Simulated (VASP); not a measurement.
# WS2 (P6_3/mmc) in VASP: further runs

WS2 is run at these levels: LDA; tasks: single point.

Program: VASP 6.6.1. These are calculated values, not measurements. Logs are shortened: lines on timing, memory, paths and dates and some standing lists are left out, and cuts for length are marked.

**1. The cell of the first run**

Symmetry: P6_3/mmc, No. 194, hexagonal system. The conventional cell has a = 3.077 Å, b = 3.077 Å, c = 11.430 Å, α = 90.00°, β = 90.00°, γ = 120.00°. Within 3.1 Å of W (site symmetry -6m2) lie 6 S at 2.37 Å and 6 W at 3.08 Å. Within 3.2 Å of S (site symmetry 3m) lie 3 W at 2.37 Å and 10 S at 3.08 to 3.14 Å.

**2. Single point, LDA (15.61 Å³/atom)**

The input, INCAR:

```
PREC     = Accurate       # precision mode
ENCUT    = 500            # plane-wave cutoff, eV
EDIFF    = 1E-6           # SCF threshold, eV
ISMEAR   = 0              # smearing method
SIGMA    = 0.02           # smearing width, eV
LREAL    = False          # projectors in reciprocal space
LASPH    = True           # aspherical terms in the spheres
NELM     = 120            # most SCF steps
ALGO     = Normal         # electronic algorithm
ISIF     = 2              # what is computed and relaxed
LWAVE    = False          # write WAVECAR
LCHARG   = True           # write CHGCAR
LELF     = True           # ELF
LVHAR    = True         
NBANDS   = 35             # bands
GGA_COMPAT= False
```

The input, KPOINTS:

```
regular mesh
0
Gamma
  12 12 4
```

The input, POSCAR:

```
WS2
1.0
    3.0765606473      0.0000000000      0.0000000000
   -1.5382803236      2.6643796768      0.0000000000
    0.0000000000      0.0000000000     11.4295139397
W S
2 4
Direct
    0.3333333333      0.6666666667      0.2500000000
    0.6666666667      0.3333333333      0.7500000000
    0.3333333333      0.6666666667      0.6127419975
    0.6666666667      0.3333333333      0.1127419975
    0.3333333333      0.6666666667      0.8872580025
    0.6666666667      0.3333333333      0.3872580025
```

Potentials or basis: VASP PAW LDA potentials, release 64 (W_sv, S).

Launch:

```console
> cat potpaw_LDA.64/W_sv/POTCAR potpaw_LDA.64/S/POTCAR > POTCAR
> mpirun -np 1 vasp_std > vasp.out
```

OUTCAR:

```text
PREC = Accurate
   ENCUT = 500
   EDIFF = 1E-6
   ISMEAR = 0
   LREAL = False
   LASPH = True
   NELM = 120
   ISIF = 2

 ion  position               nearest neighbor table
   1  0.333  0.667  0.250-   4 2.37   6 2.37   4 2.37   6 2.37   4 2.37   6 2.37
   2  0.667  0.333  0.750-   3 2.37   5 2.37   3 2.37   5 2.37   3 2.37   5 2.37
   3  0.333  0.667  0.613-   2 2.37   2 2.37   2 2.37
   4  0.667  0.333  0.113-   1 2.37   1 2.37   1 2.37
   5  0.333  0.667  0.887-   2 2.37   2 2.37   2 2.37
   6  0.667  0.333  0.387-   1 2.37   1 2.37   1 2.37

  LATTYP: Found a hexagonal cell.
 ALAT       =     3.0765606473
 C/A-ratio  =     3.7150296224

  Lattice vectors:

 A1 = (   3.0765606473,   0.0000000000,   0.0000000000)
 A2 = (  -1.5382803236,   2.6643796768,   0.0000000000)
 A3 = (   0.0000000000,   0.0000000000,  11.4295139397)

Analysis of symmetry for initial positions (statically):
=====================================================================
 Subroutine PRICEL returns:
 Original cell was already a primitive cell.

 Routine SETGRP: Setting up the symmetry group for a
 hexagonal supercell.

 Subroutine GETGRP returns: Found 24 space group operations
 (whereof 12 operations were pure point group operations)
 out of a pool of 24 trial point group operations.

The static configuration has the point symmetry D_3d.
 The point group associated with its full space group is D_6h.

Analysis of symmetry for dynamics (positions and initial velocities):
=====================================================================
 Subroutine PRICEL returns:
 Original cell was already a primitive cell.

 Routine SETGRP: Setting up the symmetry group for a
 hexagonal supercell.

 Subroutine GETGRP returns: Found 24 space group operations
 (whereof 12 operations were pure point group operations)
 out of a pool of 24 trial point group operations.

The dynamic configuration has the point symmetry D_3d.
 The point group associated with its full space group is D_6h.

 Subroutine INISYM returns: Found 24 space group operations
 (whereof 12 operations are pure point group operations),
 and found     1 'primitive' translations

----------------------------------------------------------------------------------------

                                     Primitive cell

  volume of cell :      93.6892

  direct lattice vectors                    reciprocal lattice vectors
     3.076560647  0.000000000  0.000000000     0.325038286  0.187660942  0.000000000
    -1.538280324  2.664379677  0.000000000     0.000000000  0.375321884  0.000000000
     0.000000000  0.000000000 11.429513940     0.000000000  0.000000000  0.087492784

  length of vectors
     3.076560647  3.076560647 11.429513940     0.375321884  0.375321884  0.087492784

  position of ions in fractional coordinates (direct lattice)
     0.333333333  0.666666667  0.250000000
     0.666666667  0.333333333  0.750000000
     0.333333333  0.666666667  0.612741998
     0.666666667  0.333333333  0.112741998
     0.333333333  0.666666667  0.887258002
     0.666666667  0.333333333  0.387258002

  ion indices of the primitive-cell ions
   primitive index   ion index
                 1           1
                 2           2
                 3           3
                 4           4
                 5           5
                 6           6

----------------------------------------------------------------------------------------

 KPOINTS: regular mesh

Automatic generation of k-mesh.
 Grid dimensions read from file:
 generate k-points for:   12   12    4

 Generating k-lattice:

  Cartesian coordinates                     Fractional coordinates (reciprocal lattice)
     0.027086524  0.015638412  0.000000000     0.083333333  0.000000000  0.000000000
     0.000000000  0.031276824  0.000000000     0.000000000  0.083333333  0.000000000
     0.000000000  0.000000000  0.021873196     0.000000000  0.000000000  0.250000000

  Length of vectors
     0.031276824  0.031276824  0.021873196

  Shift w.r.t. Gamma in fractional coordinates (k-lattice)
     0.000000000  0.000000000  0.000000000

 Subroutine IBZKPT returns following result:
 ===========================================

 Found     57 irreducible k-points:

 Following reciprocal coordinates:
            Coordinates               Weight
  0.000000  0.000000  0.000000      1.000000
  0.083333 -0.000000  0.000000      6.000000
  0.166667 -0.000000  0.000000      6.000000
  0.250000 -0.000000  0.000000      6.000000
  0.333333 -0.000000  0.000000      6.000000
  0.416667 -0.000000  0.000000      6.000000
[... 16 lines left out ...]
  0.250000 -0.000000  0.250000     12.000000
  0.333333 -0.000000  0.250000     12.000000
 [... further k-points ...]
   k-points           NKPTS =     57   k-points in BZ     NKDIM =     57   number of bands    NBANDS=     35
   number of dos      NEDOS =    301   number of ions     NIONS =      6
   total plane-waves  NPLWV =  48384
   dimension x,y,z NGX =    24 NGY =   24 NGZ =   84
   dimension x,y,z NGXF=    48 NGYF=   48 NGZF=  168
   ions per type =               2   4
   NGX,Y,Z   is equivalent  to a cutoff of  12.97, 12.97, 12.22 a.u.
   NGXF,Y,Z  is equivalent  to a cutoff of  25.94, 25.94, 24.44 a.u.
 SYSTEM =  unknown system
   PREC   = accura    normal or accurate (medium, high low for compatibility)
   ISTART =      0    job   : 0-new  1-cont  2-samecut
   ICHARG =      2    charge: 1-file 2-atom 10-const
   ISPIN  =      1    spin polarized calculation?
   LNONCOLLINEAR =      F non collinear calculations
   LSORBIT =      F    spin-orbit coupling
   LASPH  =      T    aspherical Exc in radial PAW
   ENCUT  =  500.0 eV  36.75 Ry    6.06 a.u.   5.61  5.61 20.84*2*pi/ulx,y,z
   NELM   =    120;   NELMIN=  2; NELMDL= -5     # of ELM steps
   EDIFF  = 0.1E-05   stopping-criterion for ELM
   LREAL  =      F    real-space projection
   EDIFFG = 0.1E-04   stopping-criterion for IOM
   NSW    =      0    number of steps for IOM
   IBRION =     -1    ionic relax: 0-MD 1-quasi-New 2-CG
   NFREE  =      0    steps in history (QN), initial steepest desc. (CG)
   ISIF   =      2    stress and relaxation
   ISYM   =      2    0-nonsym 1-usesym 2-fastsym
   POTIM  = 0.5000    time-step for ionic-motion
   TEBEG  =    0.0;   TEEND  =   0.0 temperature during run
   PSTRESS=    0.0 pullay stress
   NELECT =      52.0000    total number of electrons
   NUPDOWN=      -1.0000    fix difference up-down
   EMIN   =  10.00;   EMAX   =-10.00  energy-range for DOS
   EFERMI =   0.00;   METHOD = LEGACY
   ISMEAR =     0;   SIGMA  =   0.02  broadening in eV -4-tet -1-fermi 0-gaus
   EFERMI_NEDOS =   21; number of points for ismear=-14 and -15
   IALGO  =     38    algorithm
   IMIX   =      4    mixing-type and parameters
     AMIX     =   0.40;   BMIX     =  1.00
     AMIX_MAG =   1.60;   BMIX_MAG =  1.00
  volume/ion in A,a.u.               =      15.61       105.37
  Fermi-wavevector in a.u.,A,eV,Ry     =   1.345384  2.542407 24.627325  1.810057
  Thomas-Fermi vector in A             =   2.473301
   LORBIT       =      0    0 simple, 1 ext, 2 COOP (PROOUT), +10 PAW based schemes
   GGA     = CA    functional components
   LHFCALC =     F    Hartree Fock is set to
   AEXX    =    0.0000 exact exchange contribution
   IVDW    =     0    specifies the selected vdW correction
   LEPSILON=     F    determine dielectric tensor
   LRPA    =     F    only Hartree local field effects (RPA)
 non-spin polarized calculation
 Gauss-broadening in eV      SIGMA  =   0.02
  energy-cutoff  :      500.00
  volume of cell :       93.69
 maximum number of plane-waves:      2406
 NGX is ok and might be reduce to    24
   NGX = 11   NGY = 11   NGZ = 41

 number of electron      52.0000002 magnetization

 Free energy of the ion-electron system (eV)
  ---------------------------------------------------
  ext. energy  EPLUGINS =         0.00000000
  ---------------------------------------------------
  free energy    TOTEN  =       -52.34023709 eV

  energy without entropy =      -52.34023709  energy(sigma->0) =      -52.34023709

 E-fermi :   9.4958     XC(G=0): -11.9902

 val. band max:        9.3106107154   @ k =   0.0000   0.0000   0.0000
 cond. band min:       9.7525051144   @ k =   0.1667   0.1667   0.0000
 fundamental gap:      0.4418943990
 Fermi energy:         9.4957760215

 k-point     1 :       0.0000    0.0000    0.0000
  band No.  band energies     occupation
      1     -65.0037      2.00000
      2     -65.0037      2.00000
      3     -29.6154      2.00000
      4     -29.6151      2.00000
      5     -29.3342      2.00000
      6     -29.3341      2.00000
[... 27 lines left out ...]
     34      11.8691      0.00000
     35      14.2627      0.00000

 k-point     2 :       0.0833   -0.0000    0.0000
  band No.  band energies     occupation
      1     -65.0018      2.00000
      2     -65.0018      2.00000
      3     -29.6092      2.00000
      4     -29.6089      2.00000
      5     -29.3681      2.00000
      6     -29.3681      2.00000
[... 27 lines left out ...]
     34      11.7792      0.00000
     35      14.8687      0.00000

 k-point     3 :       0.1667   -0.0000    0.0000
  band No.  band energies     occupation
      1     -64.9966      2.00000
      2     -64.9966      2.00000
      3     -29.5921      2.00000
      4     -29.5919      2.00000
      5     -29.4598      2.00000
      6     -29.4598      2.00000
[... 27 lines left out ...]
     34      12.4029      0.00000
     35      15.9635      0.00000
[... 723 lines left out ...]
 k-point    23 :       0.2500   -0.0000    0.2500
  band No.  band energies     occupation
      1     -64.9895      2.00000
      2     -64.9895      2.00000
      3     -29.5829      2.00000
      4     -29.5829      2.00000
      5     -29.5686      2.00000
      6     -29.5685      2.00000
[... 27 lines left out ...]
     34      12.9909      0.00000
     35      15.7014      0.00000

 k-point    24 :       0.3333   -0.0000    0.2500
  band No.  band energies     occupation
      1     -64.9823      2.00000
      2     -64.9823      2.00000
      3     -29.7036      2.00000
      4     -29.7036      2.00000
      5     -29.5451      2.00000
      6     -29.5450      2.00000
[... 27 lines left out ...]
     34      13.4276      0.00000
     35      14.7655      0.00000

 [... further k-points ...]

------------------------ aborting loop because EDIFF is reached ----------------------------------------

  FORCE on cell =-STRESS in cart. coord.  units (eV):
  Direction    XX          YY          ZZ          XY          YZ          ZX
  --------------------------------------------------------------------------------------
  -------------------------------------------------------------------------------------
  Total        4.5186231      4.5186231      4.5213844      0.0000000      0.0000000     -0.0000000
  in kB       77.2729237     77.2729237     77.3201453      0.0000000      0.0000000     -0.0000000
  external PRESSURE =      77.2886643 kB  Pullay stress =       0.0000000 kB

 VOLUME and BASIS-vectors are now :
 -----------------------------------------------------------------------------
  energy-cutoff  :      500.00
  volume of cell :       93.69
      direct lattice vectors                 reciprocal lattice vectors
     3.076560647  0.000000000  0.000000000     0.325038286  0.187660942  0.000000000
    -1.538280324  2.664379677  0.000000000     0.000000000  0.375321884  0.000000000
     0.000000000  0.000000000 11.429513940     0.000000000  0.000000000  0.087492784

 POSITION                                       TOTAL-FORCE (eV/Angst)
 -----------------------------------------------------------------------------------
     -0.00000      1.77625      2.85738        -0.000000      0.000000      0.000000
      1.53828      0.88813      8.57214         0.000000     -0.000000      0.000000
     -0.00000      1.77625      7.00334        -0.000000      0.000000     -0.047028
      1.53828      0.88813      1.28859        -0.000000     -0.000000     -0.047028
     -0.00000      1.77625     10.14093         0.000000      0.000000      0.047028
      1.53828      0.88813      4.42617        -0.000000     -0.000000      0.047028
 -----------------------------------------------------------------------------------
    total drift:                               -0.000000      0.000000     -0.000000

  FREE ENERGIE OF THE ION-ELECTRON SYSTEM (eV)
  ---------------------------------------------------
  free  energy   TOTEN  =       -52.3402370854 eV

  energy  without entropy=      -52.3402370854  energy(sigma->0) =      -52.34023709
```

It took 2.4 min on 1 thread of Intel Xeon 8259CL, shared host; peak memory 0.27 GiB.

What came out:

```
Free energy            : -52.3402 eV
Pressure               : 7.7 GPa
Largest force          : 0.047 eV/Å
Band gap on the k mesh : 0.44 eV (least direct gap 1.87 eV)
```

Forces in eV/Å, atoms in the order of the input:
```
W    0.000  0.000  0.000
W    0.000  0.000  0.000
S    0.000  0.000 -0.047
S    0.000  0.000 -0.047
S    0.000  0.000  0.047
S    0.000  0.000  0.047
```

Levels at points of the mesh, in eV from the valence-band top:
```
           k point  band 23  band 24  band 25  band 26  band 27  band 28  band 29  band 30
(0.00, 0.00, 0.00)    -2.37    -1.88    -1.09     0.00     2.07     2.07     2.16     2.16
(0.50, 0.00, 0.00)    -2.31    -2.21    -1.84    -1.77     2.29     2.30     2.40     2.87
(0.00, 0.00, 0.50)    -2.44    -2.44    -0.29    -0.29     2.11     2.11     2.11     2.11
(0.50, 0.00, 0.50)    -2.04    -2.04    -1.98    -1.98     2.34     2.34     2.71     2.71
```

Caveat: the cell stands under pressure; spin-orbit coupling is left out, which moves the levels of the heavy elements. A k mesh can miss the band edges.

**3. Single point, LDA (16.13 Å³/atom)**

This run uses another cell than the first one, of 16.13 Å³/atom.

The input, INCAR:

```
  PREC = Accurate
  ENCUT = 500
  EDIFF = 1E-6
  ISMEAR = 0
  SIGMA = 0.02
  LREAL = F
  LASPH = T
  NELM = 120
  ALGO = Normal
  ISIF = 2
  LWAVE = F
  LCHARG = F
  NBANDS = 35
  GGA_COMPAT = F
```

The input, KPOINTS:

```
Automatic mesh
0
Gamma
  12 12 4
```

The input, POSCAR:

```
WS2
1.0
    3.0975956215      0.0000000000      0.0000000000
   -1.5487978107      2.6825964988      0.0000000000
    0.0000000000      0.0000000000     11.6465083036
W S
2 4
Direct
    0.3333333333      0.6666666667      0.2500000000
    0.6666666667      0.3333333333      0.7500000000
    0.3333333333      0.6666666667      0.6155109088
    0.6666666667      0.3333333333      0.1155109088
    0.3333333333      0.6666666667      0.8844890912
    0.6666666667      0.3333333333      0.3844890912
```

Potentials or basis: VASP PAW LDA potentials, release 64 (W_sv, S).

Launch:

```console
> cat potpaw_LDA.64/W_sv/POTCAR potpaw_LDA.64/S/POTCAR > POTCAR
> mpirun -np 1 vasp_std > vasp.out
```

It took 2.7 min on 1 thread of Intel Xeon 8259CL, shared host; peak memory 0.27 GiB.

The run converged. Its results:

| Item | Value |
| --- | --- |
| Free energy | -52.4520 eV |
| Pressure | 4.4 GPa |
| Largest force | 0.044 eV/Å |
| Band gap on the k mesh | 0.58 eV (least direct gap 1.96 eV) |

Forces in eV/Å, atoms in the order of the input:
```
W    0.000  0.000  0.000
W    0.000  0.000  0.000
S    0.000  0.000 -0.044
S    0.000  0.000 -0.044
S    0.000  0.000  0.044
S    0.000  0.000  0.044
```

Levels at points of the mesh, in eV from the valence-band top:
| k point | band 22 | band 23 | band 24 | band 25 | band 26 | band 27 | band 28 | band 29 | band 30 | band 31 |
| --- | --- | --- | --- | --- | --- | --- | --- | --- | --- | --- |
| (0.00, 0.00, 0.00) | -2.34 | -2.34 | -1.71 | -1.21 | 0.00 | 2.18 | 2.18 | 2.20 | 2.20 | 2.22 |
| (0.50, 0.00, 0.00) | -2.98 | -2.20 | -2.06 | -1.77 | -1.75 | 2.29 | 2.37 | 2.38 | 2.92 | 2.96 |
| (0.00, 0.00, 0.50) | -2.39 | -2.39 | -2.39 | -0.31 | -0.31 | 2.17 | 2.17 | 2.17 | 2.17 | 2.41 |
| (0.50, 0.00, 0.50) | -3.25 | -1.99 | -1.99 | -1.87 | -1.87 | 2.32 | 2.32 | 2.72 | 2.72 | 3.30 |

Caveat: the cell stands under pressure; spin-orbit coupling is left out, which moves the levels of the heavy elements.

**4. Single point, LDA (16.64 Å³/atom)**

This run uses another cell than the first one, of 16.64 Å³/atom.

The input, INCAR:

```
SYSTEM = WS2
PREC     = Accurate       ! precision mode
ENCUT    = 500            ! plane-wave cutoff, eV
EDIFF    = 1E-6           ! SCF threshold, eV
ISMEAR   = 0              ! smearing method
SIGMA    = 0.02           ! smearing width, eV
LREAL    = .FALSE.        ! projectors in reciprocal space
LASPH    = .TRUE.         ! aspherical terms in the spheres
NELM     = 120            ! most SCF steps
ALGO     = Normal         ! electronic algorithm
ISIF     = 2              ! what is computed and relaxed
LWAVE    = .FALSE.        ! write WAVECAR
LCHARG   = .FALSE.        ! write CHGCAR
NBANDS   = 35             ! bands
GGA_COMPAT= .FALSE.
```

The input, KPOINTS:

```
Automatic mesh
0
G
  12 12 4
  0 0 0
```

The input, POSCAR:

```
WS2
1.0
    3.1143876791      0.0000000000      0.0000000000
   -1.5571938396      2.6971388473      0.0000000000
    0.0000000000      0.0000000000     11.8889559963
W S
2 4
Direct
    0.3333333333      0.6666666667      0.2500000000
    0.6666666667      0.3333333333      0.7500000000
    0.3333333333      0.6666666667      0.6184441142
    0.6666666667      0.3333333333      0.1184441142
    0.3333333333      0.6666666667      0.8815558858
    0.6666666667      0.3333333333      0.3815558858
```

Launch:

```console
> cat potpaw_LDA.64/W_sv/POTCAR potpaw_LDA.64/S/POTCAR > POTCAR
> mpirun -np 1 vasp_std > vasp.out
```

It took 2.6 min on 1 thread of Intel Xeon 8259CL, shared host; peak memory 0.28 GiB.

The run converged. Its results:

- Free energy: -52.5085 eV
- Pressure: 2.0 GPa
- Largest force: 0.045 eV/Å
- Band gap on the k mesh: 0.72 eV (least direct gap 1.92 eV)

Forces in eV/Å, atoms in the order of the input:
```
W    0.000  0.000  0.000
W    0.000  0.000  0.000
S    0.000  0.000 -0.045
S    0.000  0.000 -0.045
S    0.000  0.000  0.045
S    0.000  0.000  0.045
```

Levels at points of the mesh, in eV from the valence-band top:
```csv
k point,band 22,band 23,band 24,band 25,band 26,band 27,band 28,band 29,band 30,band 31
"(0.00, 0.00, 0.00)",-2.29,-2.29,-1.55,-1.33,0.00,2.26,2.26,2.27,2.27,2.29
"(0.50, 0.00, 0.00)",-2.89,-2.08,-1.92,-1.76,-1.67,2.30,2.36,2.46,2.94,2.98
"(0.00, 0.00, 0.50)",-2.34,-2.34,-2.34,-0.32,-0.32,2.24,2.24,2.24,2.24,2.46
"(0.50, 0.00, 0.50)",-3.10,-1.92,-1.92,-1.77,-1.77,2.32,2.32,2.74,2.74,3.33
```

Caveat: spin-orbit coupling is left out, which moves the levels of the heavy elements.

(Continued in part 2 of 2.)
